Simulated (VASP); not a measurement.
# PbI2 (P-3m1) in VASP: notebook

PbI2 is run at these levels: PBE, r2SCAN; tasks: single point.

All numbers are computed with VASP 6.6.1; they aren't measurements. Logs are shortened: lines on timing, memory, paths and dates and some standing lists are left out, and cuts for length are marked.

**1. The cell of the first run**

It takes space group P-3m1 (No. 164, trigonal). The conventional cell has a = 4.566 Å, b = 4.566 Å, c = 7.041 Å, α = 90.00°, β = 90.00°, γ = 120.00°. Within 4.3 Å of Pb (site symmetry -3m) lie 6 I at 3.24 Å. Within 4.3 Å of I (site symmetry 3m) lie 3 Pb at 3.24 Å and 3 I at 4.21 Å.

**2. Single point, PBE**

INCAR

```
PREC = Accurate ; ENCUT = 500
EDIFF = 1E-6 ; ISMEAR = -1
SIGMA = 0.02 ; LREAL = F
LASPH = T ; NELM = 120
ALGO = Normal ; ISIF = 2
LWAVE = F ; LCHARG = F
GGA = PE ; NBANDS = 21
GGA_COMPAT = F
```

KPOINTS

```
regular mesh
0
Gamma
  6 6 4
```

POSCAR

```
PbI2
1.0
    4.5657260523      0.0000000000      0.0000000000
   -2.2828630262      3.9540347480      0.0000000000
    0.0000000000      0.0000000000      7.0410821077
Pb I
1 2
Direct
    0.0000000000      0.0000000000      0.0000000000
    0.3333333333      0.6666666667      0.2667794128
    0.6666666667      0.3333333333      0.7332205872
```

Potentials or basis: VASP PAW PBE potentials, release 64 (Pb_d, I).

Launch:

```console
cat potpaw_PBE.64/Pb_d/POTCAR potpaw_PBE.64/I/POTCAR > POTCAR
mpirun -np 1 vasp_std > vasp.out
```

OUTCAR:

```text
PREC = Accurate
   ENCUT = 500
   EDIFF = 1E-6
   ISMEAR = -1
   LREAL = F
   LASPH = T
   NELM = 120
   ISIF = 2
   GGA = PE

 ion  position               nearest neighbor table
   1  0.000  0.000  0.000-   2 3.24   3 3.24   3 3.24   2 3.24   3 3.24   2 3.24
   2  0.333  0.667  0.267-   1 3.24   1 3.24   1 3.24
   3  0.667  0.333  0.733-   1 3.24   1 3.24   1 3.24

  LATTYP: Found a hexagonal cell.
 ALAT       =     4.5657260523
 C/A-ratio  =     1.5421604422

  Lattice vectors:

 A1 = (   4.5657260523,   0.0000000000,   0.0000000000)
 A2 = (  -2.2828630262,   3.9540347480,   0.0000000000)
 A3 = (   0.0000000000,   0.0000000000,   7.0410821077)

Analysis of symmetry for initial positions (statically):
=====================================================================
 Subroutine PRICEL returns:
 Original cell was already a primitive cell.

 Routine SETGRP: Setting up the symmetry group for a
 hexagonal supercell.

 Subroutine GETGRP returns: Found 12 space group operations
 (whereof 12 operations were pure point group operations)
 out of a pool of 24 trial point group operations.

The static configuration has the point symmetry D_3d.

Analysis of symmetry for dynamics (positions and initial velocities):
=====================================================================
 Subroutine PRICEL returns:
 Original cell was already a primitive cell.

 Routine SETGRP: Setting up the symmetry group for a
 hexagonal supercell.

 Subroutine GETGRP returns: Found 12 space group operations
 (whereof 12 operations were pure point group operations)
 out of a pool of 24 trial point group operations.

The dynamic configuration has the point symmetry D_3d.

 Subroutine INISYM returns: Found 12 space group operations
 (whereof 12 operations are pure point group operations),
 and found     1 'primitive' translations

----------------------------------------------------------------------------------------

                                     Primitive cell

  volume of cell :     127.1129

  direct lattice vectors                    reciprocal lattice vectors
     4.565726052  0.000000000  0.000000000     0.219023215  0.126453112  0.000000000
    -2.282863026  3.954034748  0.000000000     0.000000000  0.252906225  0.000000000
     0.000000000  0.000000000  7.041082108     0.000000000  0.000000000  0.142023624

  length of vectors
     4.565726052  4.565726052  7.041082108     0.252906225  0.252906225  0.142023624

  position of ions in fractional coordinates (direct lattice)
     0.000000000  0.000000000  0.000000000
     0.333333333  0.666666667  0.266779413
     0.666666667  0.333333333  0.733220587

  ion indices of the primitive-cell ions
   primitive index   ion index
                 1           1
                 2           2
                 3           3

----------------------------------------------------------------------------------------

 KPOINTS: regular mesh

Automatic generation of k-mesh.
 Grid dimensions read from file:
 generate k-points for:    6    6    4

 Generating k-lattice:

  Cartesian coordinates                     Fractional coordinates (reciprocal lattice)
     0.036503869  0.021075519  0.000000000     0.166666667 -0.000000000  0.000000000
     0.000000000  0.042151037  0.000000000     0.000000000  0.166666667  0.000000000
     0.000000000  0.000000000  0.035505906     0.000000000  0.000000000  0.250000000

  Length of vectors
     0.042151037  0.042151037  0.035505906

  Shift w.r.t. Gamma in fractional coordinates (k-lattice)
     0.000000000  0.000000000  0.000000000

 Subroutine IBZKPT returns following result:
 ===========================================

 Found     24 irreducible k-points:

 Following reciprocal coordinates:
            Coordinates               Weight
  0.000000  0.000000  0.000000      1.000000
  0.166667 -0.000000  0.000000      6.000000
  0.333333 -0.000000  0.000000      6.000000
  0.500000  0.000000  0.000000      3.000000
  0.166667  0.166667  0.000000      6.000000
  0.333333  0.166667  0.000000     12.000000
[... 16 lines left out ...]
  0.333333  0.166667  0.500000     12.000000
  0.333333  0.333333  0.500000      2.000000
   k-points           NKPTS =     24   k-points in BZ     NKDIM =     24   number of bands    NBANDS=     21
   number of dos      NEDOS =    301   number of ions     NIONS =      3
   total plane-waves  NPLWV =  69984
   dimension x,y,z NGX =    36 NGY =   36 NGZ =   54
   dimension x,y,z NGXF=    72 NGYF=   72 NGZF=  108
   ions per type =               1   2
   NGX,Y,Z   is equivalent  to a cutoff of  13.11, 13.11, 12.75 a.u.
   NGXF,Y,Z  is equivalent  to a cutoff of  26.22, 26.22, 25.50 a.u.
 SYSTEM =  unknown system
   PREC   = accura    normal or accurate (medium, high low for compatibility)
   ISTART =      0    job   : 0-new  1-cont  2-samecut
   ICHARG =      2    charge: 1-file 2-atom 10-const
   ISPIN  =      1    spin polarized calculation?
[... 38 lines left out ...]
  volume of cell :      127.11
 maximum number of plane-waves:      3248
 NGX is ok and might be reduce to    36
   NGX = 17   NGY = 17   NGZ = 25

 number of electron      27.9999999 magnetization

 Free energy of the ion-electron system (eV)
  ---------------------------------------------------
  ext. energy  EPLUGINS =         0.00000000
  ---------------------------------------------------
  free energy    TOTEN  =        -8.57043057 eV

  energy without entropy =       -8.57043057  energy(sigma->0) =       -8.57043057

 E-fermi :   2.9623     XC(G=0):  -8.0753

 val. band max:        2.5572956565   @ k =   0.0000   0.0000   0.5000
 cond. band min:       4.7849619481   @ k =   0.0000   0.0000   0.5000
 fundamental gap:      2.2276662916
 Fermi energy:         2.9623383247

 k-point     1 :       0.0000    0.0000    0.0000
  band No.  band energies     occupation
      1     -13.5871      2.00000
      2     -13.5871      2.00000
      3     -13.5736      2.00000
      4     -13.5669      2.00000
      5     -13.5669      2.00000
      6      -9.5953      2.00000
[... 13 lines left out ...]
     20      10.3801      0.00000
     21      10.4617      0.00000

 k-point     2 :       0.1667   -0.0000    0.0000
  band No.  band energies     occupation
      1     -13.5958      2.00000
      2     -13.5837      2.00000
      3     -13.5714      2.00000
      4     -13.5684      2.00000
      5     -13.5657      2.00000
      6      -9.4751      2.00000
[... 13 lines left out ...]
     20       9.9397      0.00000
     21      10.5588      0.00000

 k-point     3 :       0.3333   -0.0000    0.0000
  band No.  band energies     occupation
      1     -13.6149      2.00000
      2     -13.5804      2.00000
      3     -13.5739      2.00000
      4     -13.5624      2.00000
      5     -13.5601      2.00000
      6      -9.1812      2.00000
[... 13 lines left out ...]
     20      10.8089      0.00000
     21      11.3549      0.00000

 k-point     4 :       0.5000    0.0000    0.0000
  band No.  band energies     occupation
      1     -13.6247      2.00000
      2     -13.5800      2.00000
      3     -13.5756      2.00000
      4     -13.5589      2.00000
      5     -13.5559      2.00000
      6      -8.9664      2.00000
[... 13 lines left out ...]
     20      11.5470      0.00000
     21      12.3174      0.00000

 k-point     5 :       0.1667    0.1667    0.0000
  band No.  band energies     occupation
      1     -13.6067      2.00000
      2     -13.5842      2.00000
      3     -13.5703      2.00000
      4     -13.5681      2.00000
      5     -13.5608      2.00000
      6      -9.2656      2.00000
[... 13 lines left out ...]
     20      10.5353      0.00000
     21      11.2169      0.00000
[... 382 lines left out ...]
     20      10.7233      0.00000
     21      11.4204      0.00000

 k-point    22 :       0.1667    0.1667    0.5000
  band No.  band energies     occupation
      1     -13.6069      2.00000
      2     -13.5843      2.00000
      3     -13.5703      2.00000
      4     -13.5681      2.00000
      5     -13.5607      2.00000
      6      -9.1340      2.00000
[... 13 lines left out ...]
     20      10.1928      0.00000
     21      10.4158      0.00000

 k-point    23 :       0.3333    0.1667    0.5000
  band No.  band energies     occupation
      1     -13.6168      2.00000
      2     -13.5872      2.00000
      3     -13.5717      2.00000
      4     -13.5622      2.00000
      5     -13.5576      2.00000
      6      -8.9082      2.00000
[... 13 lines left out ...]
     20      10.6737      0.00000
     21      10.8155      0.00000

 k-point    24 :       0.3333    0.3333    0.5000
  band No.  band energies     occupation
      1     -13.6038      2.00000
      2     -13.6038      2.00000
      3     -13.5644      2.00000
      4     -13.5644      2.00000
      5     -13.5609      2.00000
      6      -8.8040      2.00000
[... 13 lines left out ...]
     20      10.2747      0.00000
     21      10.6972      0.00000

------------------------ aborting loop because EDIFF is reached ----------------------------------------

  FORCE on cell =-STRESS in cart. coord.  units (eV):
  Direction    XX          YY          ZZ          XY          YZ          ZX
  --------------------------------------------------------------------------------------
  -------------------------------------------------------------------------------------
  Total        0.9965323      0.9965323      0.9617406     -0.0000000     -0.0000000     -0.0000000
  in kB       12.5606525     12.5606525     12.1221262     -0.0000000     -0.0000000     -0.0000000
  external PRESSURE =      12.4144771 kB  Pullay stress =       0.0000000 kB

 VOLUME and BASIS-vectors are now :
 -----------------------------------------------------------------------------
  energy-cutoff  :      500.00
  volume of cell :      127.11
      direct lattice vectors                 reciprocal lattice vectors
     4.565726052  0.000000000  0.000000000     0.219023215  0.126453112  0.000000000
    -2.282863026  3.954034748  0.000000000     0.000000000  0.252906225  0.000000000
     0.000000000  0.000000000  7.041082108     0.000000000  0.000000000  0.142023624

 POSITION                                       TOTAL-FORCE (eV/Angst)
 -----------------------------------------------------------------------------------
      0.00000      0.00000      0.00000        -0.000000      0.000000      0.000000
     -0.00000      2.63602      1.87842         0.000000     -0.000000      0.045983
      2.28286      1.31801      5.16267         0.000000      0.000000     -0.045983
 -----------------------------------------------------------------------------------
    total drift:                                0.000000      0.000000      0.000000

  FREE ENERGIE OF THE ION-ELECTRON SYSTEM (eV)
  ---------------------------------------------------
  free  energy   TOTEN  =        -8.5704305726 eV

  energy  without entropy=       -8.5704305726  energy(sigma->0) =       -8.57043057
```

Run time: 50 s. Hardware: 1 thread of Intel Xeon Platinum 8559C (Emerald Rapids), shared host; peak memory 0.26 GiB.

Results:

* Free energy: -8.5704 eV
* Pressure: 1.2 GPa
* Largest force: 0.046 eV/Å
* Band gap on the k mesh: 2.23 eV

Forces in eV/Å, atoms in the order of the input:
```
Pb   0.000  0.000  0.000
I    0.000  0.000  0.046
I    0.000  0.000 -0.046
```

Caveat: spin-orbit coupling is left out, which moves the levels of the heavy elements; this functional lacks dispersion, which binds layers or chains, so the pressure and a relaxed spacing across them are unreliable. A k mesh can miss the band edges.

**3. Single point, PBE (biaxial xy strain +3.8%)**

INCAR

```
SYSTEM = PbI2
PREC     = Accurate       ! precision mode
ENCUT    = 500            ! plane-wave cutoff, eV
EDIFF    = 1E-6           ! SCF threshold, eV
ISMEAR   = -1             ! smearing method
SIGMA    = 0.02           ! smearing width, eV
LREAL    = .FALSE.        ! projectors in reciprocal space
LASPH    = .TRUE.         ! aspherical terms in the spheres
NELM     = 120            ! most SCF steps
ALGO     = Normal         ! electronic algorithm
ISIF     = 2              ! what is computed and relaxed
LWAVE    = .FALSE.        ! write WAVECAR
LCHARG   = .FALSE.        ! write CHGCAR
GGA      = PE             ! functional
NBANDS   = 21             ! bands
GGA_COMPAT= .FALSE.
```

KPOINTS

```
Automatic mesh
0
G
  6 6 4
  0 0 0
```

POSCAR

```
PbI2
1.0
    4.7405933601      0.0000000000      0.0000000000
   -2.3702966801      4.1054742788      0.0000000000
    0.0000000000      0.0000000000      7.0410821077
Pb I
1 2
Direct
    0.0000000000      0.0000000000      0.0000000000
    0.3333333333      0.6666666667      0.2549731332
    0.6666666667      0.3333333333      0.7450268668
```

Potentials or basis: VASP PAW PBE potentials, release 64 (Pb_d, I).

Launch:

```console
cat potpaw_PBE.64/Pb_d/POTCAR potpaw_PBE.64/I/POTCAR > POTCAR
mpirun -np 1 vasp_std > vasp.out
```

Wall time 39 s (1 thread of Intel Xeon Platinum 8559C (Emerald Rapids), shared host); peak memory 0.26 GiB.

The run converged. Its results:

```
Free energy            : -8.6016 eV
Pressure               : 0.2 GPa
Largest force          : 0.035 eV/Å
Band gap on the k mesh : 2.17 eV (least direct gap 2.29 eV)
```

Forces on the atoms (eV/Å):
```
Pb   0.000  0.000  0.000
I    0.000  0.000  0.035
I    0.000  0.000 -0.035
```

Stress tensor (GPa, compression positive):
```
0.00 0.00 0.00
0.00 0.00 0.00
0.00 0.00 0.59
```

Levels at points of the mesh, in eV from the valence-band top:
| k point | band 12 | band 13 | band 14 | band 15 | band 16 | band 17 |
| --- | --- | --- | --- | --- | --- | --- |
| (0.00, 0.00, 0.00) | -0.82 | -0.82 | -0.41 | 2.36 | 3.30 | 3.30 |
| (0.50, 0.00, 0.00) | -1.11 | -0.63 | -0.33 | 2.96 | 3.83 | 4.82 |
| (0.00, 0.00, 0.50) | -0.69 | -0.69 | -0.12 | 2.17 | 3.15 | 3.15 |
| (0.50, 0.00, 0.50) | -1.06 | -0.90 | -0.41 | 3.31 | 4.02 | 4.18 |

Caveat: the cell differs from its parent crystal (biaxial xy strain +3.8%); spin-orbit coupling is left out, which moves the levels of the heavy elements; this functional lacks dispersion, which binds layers or chains, so the pressure and a relaxed spacing across them are unreliable. A k mesh can miss the band edges.

**4. Single point, r2SCAN (strain -2.2%)**

POSCAR

```
PbI2
1.0
    4.4661932243      0.0000000000      0.0000000000
   -2.2330966122      3.8678367905      0.0000000000
    0.0000000000      0.0000000000      6.8875865178
Pb I
1 2
Direct
    0.0000000000      0.0000000000      0.0000000000
    0.3333333333      0.6666666667      0.2765943117
    0.6666666667      0.3333333333      0.7234056883
```

INCAR.step1

```
PREC = Accurate
ENCUT = 550
ISMEAR = 0
SIGMA = 0.01
LREAL = F
LASPH = T
NELM = 120
NBANDS = 21
GGA = PE
ALGO = Normal
EDIFF = 1E-5
LWAVE = T
LCHARG = F
GGA_COMPAT = F
```

INCAR.step2

```
PREC = Accurate
ENCUT = 550
EDIFF = 1E-6
ISMEAR = 0
SIGMA = 0.01
LREAL = F
LASPH = T
NELM = 120
ALGO = Normal
ISIF = 2
LWAVE = F
LCHARG = F
METAGGA = R2SCAN
LMIXTAU = T
NBANDS = 21
ISTART = 1
GGA_COMPAT = F
```

KPOINTS

```
Automatic mesh
0
Gamma
  6 6 4
```

Launch:

```console
cat potpaw_PBE.64/Pb_d/POTCAR potpaw_PBE.64/I/POTCAR > POTCAR
cp INCAR.step1 INCAR
mpirun -np 1 vasp_std > vasp.out
cp INCAR.step2 INCAR
mpirun -np 1 vasp_std > vasp.out
```

Run time: 2.6 min. Hardware: 1 thread of Intel Xeon Platinum 8559C (Emerald Rapids), shared host; peak memory 0.3 GiB.

It converged, with:

```yaml
Free_energy: -107.6065 eV
Pressure: 2.0 GPa
Band_gap_on_the_k_mesh: 2.51 eV
```

Forces in eV/Å, atoms in the order of the input:
```
Pb   0.000  0.000  0.000
I    0.000  0.000 -0.003
I    0.000  0.000  0.003
```

Stress tensor (GPa, compression positive):
```
2.04 0.00 0.00
0.00 2.04 0.00
0.00 0.00 1.94
```

Levels at points of the mesh, in eV from the valence-band top:
| k point | band 10 | band 11 | band 12 | band 13 | band 14 | band 15 | band 16 | band 17 | band 18 | band 19 |
| --- | --- | --- | --- | --- | --- | --- | --- | --- | --- | --- |
| (0.00, 0.00, 0.00) | -1.25 | -1.25 | -1.24 | -1.24 | -1.05 | 2.79 | 3.54 | 3.54 | 7.03 | 7.53 |
| (0.50, 0.00, 0.00) | -2.98 | -2.44 | -2.17 | -1.04 | -0.53 | 2.97 | 3.68 | 4.82 | 5.00 | 8.61 |
| (0.00, 0.00, 0.50) | -1.46 | -1.46 | -0.97 | -0.97 | 0.00 | 2.51 | 3.31 | 3.31 | 6.41 | 7.58 |
| (0.50, 0.00, 0.50) | -2.12 | -2.09 | -1.79 | -1.56 | -0.98 | 3.19 | 3.81 | 4.26 | 5.89 | 7.51 |

Caveat: the cell differs from its parent crystal (strain -2.2%); the PAW data sets were made with another functional, which shifts forces and pressure a little; spin-orbit coupling is left out, which moves the levels of the heavy elements. A k mesh can miss the band edges.

**5. Single point, r2SCAN (biaxial xy strain +3.8%)**

POSCAR

```
PbI2
1.0
    4.7405933601      0.0000000000      0.0000000000
   -2.3702966801      4.1054742788      0.0000000000
    0.0000000000      0.0000000000      7.0410821077
Pb I
1 2
Direct
    0.0000000000      0.0000000000      0.0000000000
    0.3333333333      0.6666666667      0.2549731332
    0.6666666667      0.3333333333      0.7450268668
```

INCAR.step1

```
  PREC = Accurate
  ENCUT = 550
  ISMEAR = 0
  SIGMA = 0.01
  LREAL = F
  LASPH = T
  NELM = 120
  NBANDS = 21
  GGA = PE
  ALGO = Normal
  EDIFF = 1E-5
  LWAVE = T
  LCHARG = F
  GGA_COMPAT = F
```

INCAR.step2

```
  PREC = Accurate
  ENCUT = 550
  EDIFF = 1E-6
  ISMEAR = 0
  SIGMA = 0.01
  LREAL = F
  LASPH = T
  NELM = 120
  ALGO = Normal
  ISIF = 2
  LWAVE = F
  LCHARG = F
  METAGGA = R2SCAN
  LMIXTAU = T
  NBANDS = 21
  ISTART = 1
  GGA_COMPAT = F
```

KPOINTS is that of step 4.

Launch:

```console
cat potpaw_PBE.64/Pb_d/POTCAR potpaw_PBE.64/I/POTCAR > POTCAR
cp INCAR.step1 INCAR
mpirun -np 1 vasp_std > vasp.out
cp INCAR.step2 INCAR
mpirun -np 1 vasp_std > vasp.out
```

Run time: 2.9 min. Hardware: 1 thread of Intel Xeon Platinum 8559C (Emerald Rapids), shared host; peak memory 0.31 GiB.

The run converged. Its results:

| Item | Value |
| --- | --- |
| Free energy | -107.6789 eV |
| Pressure | -0.3 GPa |
| Band gap on the k mesh | 2.55 eV (least direct gap 2.67 eV) |

Forces in eV/Å, atoms in the order of the input:
```
Pb   0.000  0.000  0.000
I    0.000  0.000 -0.003
I    0.000  0.000  0.003
```

Stress tensor (GPa, compression positive):
```
-0.58  0.00  0.00
 0.00 -0.58  0.00
 0.00  0.00  0.12
```

Levels at points of the mesh, in eV from the valence-band top:
| k point | band 12 | band 13 | band 14 | band 15 | band 16 | band 17 |
| --- | --- | --- | --- | --- | --- | --- |
| (0.00, 0.00, 0.00) | -0.89 | -0.89 | -0.44 | 2.71 | 3.63 | 3.63 |
| (0.50, 0.00, 0.00) | -1.15 | -0.69 | -0.35 | 3.34 | 4.19 | 5.22 |
| (0.00, 0.00, 0.50) | -0.75 | -0.75 | -0.12 | 2.55 | 3.47 | 3.47 |
| (0.50, 0.00, 0.50) | -1.10 | -0.97 | -0.44 | 3.68 | 4.39 | 4.54 |

Caveat: the cell differs from its parent crystal (biaxial xy strain +3.8%); the PAW data sets were made with another functional, which shifts forces and pressure a little; spin-orbit coupling is left out, which moves the levels of the heavy elements. A k mesh can miss the band edges.

**6. The runs side by side**

```tsv
level	cell	cutoff (eV)	smearing	gap on the mesh (eV)	pressure (GPa)	largest force (eV/Å)
PBE	a = 4.566, b = 4.566, c = 7.041 Å, angles 90.0, 90.0, 120.0°, 3 atoms, atomic positions A	500	fermi-dirac 0.02 eV	2.23	1.2	0.05
PBE	a = 4.741, b = 4.741, c = 7.041 Å, angles 90.0, 90.0, 120.0°, 3 atoms, atomic positions B	500	fermi-dirac 0.02 eV	2.17	0.2	0.03
r2SCAN	a = 4.466, b = 4.466, c = 6.888 Å, angles 90.0, 90.0, 120.0°, 3 atoms, atomic positions C	550	gaussian 0.01 eV	2.51	2.0	-
r2SCAN	a = 4.741, b = 4.741, c = 7.041 Å, angles 90.0, 90.0, 120.0°, 3 atoms, atomic positions B	550	gaussian 0.01 eV	2.55	-0.3	-
```

Alike in all rows: task single point; potentials or basis VASP PAW PBE potentials, release 64 (Pb_d, I); no spin polarisation; k mesh 6 × 6 × 4.

Caveats: spin-orbit coupling is left out, which moves the levels of the heavy elements; this functional lacks dispersion, which binds layers or chains, so the pressure and a relaxed spacing across them are unreliable (at least some runs); the PAW data sets were made with another functional, which shifts forces and pressure a little (at least some runs).

Total energies depend on the potentials used, so only differences within one code and one set of settings carry meaning.
